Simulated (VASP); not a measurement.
A run of VASP 6.6.1 is set up as follows.

File POSCAR:

```
Al2Cu
1.0
   -1.9888904110      1.9888904110      2.7928920770
    1.9888904110     -1.9888904110      2.7928920770
    1.9888904110      1.9888904110     -2.7928920770
Cu Al
1 2
Direct
    0.5000000000      0.5000000000      0.0000000000
    0.2500000000      0.7500000000      0.5000000000
    0.7500000000      0.2500000000      0.5000000000
```

The input INCAR.step1:

```
  ALGO = Normal
  EDIFF = 1E-4
  ENCUT = 520
  GGA = PE
  ISMEAR = -1
  LASPH = T
  LCHARG = F
  LREAL = F
  LWAVE = T
  NBANDS = 16
  NELM = 80
  PREC = Accurate
  SIGMA = 0.05
```

Contents of INCAR.step2:

```
  ALGO = Normal
  EDIFF = 1E-6
  ENCUT = 520
  ISIF = 2
  ISMEAR = -1
  ISTART = 1
  LASPH = T
  LCHARG = F
  LMIXTAU = T
  LREAL = F
  LWAVE = F
  METAGGA = R2SCAN
  NBANDS = 16
  NELM = 80
  PREC = Accurate
  SIGMA = 0.05
```

KPOINTS

```
k-points
0
Gamma
  9 9 9
```

Potentials or basis: VASP PAW PBE potentials, release 64 (Cu, Al).

Launch:

```bash
$ cat potpaw_PBE.64/Cu/POTCAR potpaw_PBE.64/Al/POTCAR > POTCAR
$ cp INCAR.step1 INCAR
$ mpirun -np 1 vasp_std > vasp.out
$ cp INCAR.step2 INCAR
$ mpirun -np 1 vasp_std > vasp.out
```

(1) What does it give for the pressure?

## Answers

(1) 7.7 GPa.

Caveat: the PAW data sets were made with another functional, which shifts forces and pressure a little.
